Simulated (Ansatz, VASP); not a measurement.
## InSb3: VASP beside Ansatz

The input INCAR:

```
PREC = Accurate
ENCUT = 520
EDIFF = 1E-6
ISMEAR = -1
SIGMA = 0.05
LREAL = False
LASPH = True
NELM = 60
ALGO = Normal
ISIF = 2
LWAVE = False
LCHARG = True
LELF = True
LVHAR = True
NBANDS = 22
```

The input KPOINTS:

```
Automatic mesh
0
Gamma
  6 6 6
```

The input POSCAR:

```
InSb3
1.0
    4.7082503466      0.0000000000      0.0000000000
    0.0000000000      4.7082503466      0.0000000000
    0.0000000000      0.0000000000      4.7082503466
Sb In
3 1
Direct
    0.5000000000      0.5000000000      0.0000000000
    0.0000000000      0.5000000000      0.5000000000
    0.5000000000      0.0000000000      0.5000000000
    0.0000000000      0.0000000000      0.0000000000
```

The input input.yaml:

```yaml
crystal:
  lattice:
    - [4.7082503466, 0.0, 0.0]
    - [0.0, 4.7082503466, 0.0]
    - [0.0, 0.0, 4.7082503466]
  atoms:
    - { symbol: Sb, position: [0.5, 0.5, 0.0] }
    - { symbol: Sb, position: [0.0, 0.5, 0.5] }
    - { symbol: Sb, position: [0.5, 0.0, 0.5] }
    - { symbol: In, position: [0.0, 0.0, 0.0] }
kpoints:
  mp_grid: { grid: [6, 6, 6] }
scf:
  occupations: { method: fermi_dirac, width: 0.05 }
hamiltonian:
  xc: lda
  pseudopotentials: { kind: all_electron, lapw: { basis_error: 0.002 } }
output:
  forces: true
  stress: true
  eigenvalues: true
```

Change from the starting cell: volume scaled by 0.94.

Alike in both runs: task single point; functional LDA; k mesh 6 × 6 × 6; occupations fermi-dirac, width 0.05 eV; no spin polarisation.

```csv
,VASP,Ansatz
version,VASP 6.6.1,Ansatz 0.2.0
potentials or method,"VASP PAW LDA potentials, release 64 (Sb, In_d), cutoff 520 eV","all-electron LAPW, scalar-relativistic"
```

```csv
,VASP,Ansatz,Ansatz less VASP
gap on the k mesh at the Fermi level (eV),none,none,-
pressure (GPa),-0.5,-0.6,-0.09
```

LDA's correlation is that of Perdew and Zunger in VASP and of Perdew and Wang (1992) in Ansatz. A gap of «none» marks a metal or a gap that the smearing closes. Ansatz ran all-electron here, and VASP with PAW potentials.

Neither program's run includes spin-orbit coupling.
